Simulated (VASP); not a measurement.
Here is a VASP 6.6.1 calculation.

The input INCAR:

```
PREC = Accurate ; ENCUT = 520
EDIFF = 1E-6 ; ISMEAR = -1
SIGMA = 0.001 ; LREAL = F
LASPH = T ; NELM = 100
ALGO = Normal ; ISIF = 2
LWAVE = F ; LCHARG = F
GGA = PS ; NBANDS = 9
```

Contents of KPOINTS:

```
Automatic mesh
0
Gamma
  8 8 8
```

Contents of POSCAR:

```
LiH
1.0
    0.0000000000      1.9984726907      1.9984726907
    1.9984726907      0.0000000000      1.9984726907
    1.9984726907      1.9984726907      0.0000000000
Li H
1 1
Direct
    0.0000000000      0.0000000000      0.0000000000
    0.5000000000      0.5000000000      0.5000000000
```

Potentials or basis: VASP PAW PBE potentials, release 64 (Li_sv, H).

Run with:

```sh
$ cat potpaw_PBE.64/Li_sv/POTCAR potpaw_PBE.64/H/POTCAR > POTCAR
$ mpirun -np 1 vasp_std > vasp.out
```

Task: What does it give for the band gap on the k mesh?

Result: 2.74 eV, direct.

 A k mesh can miss the band edges.
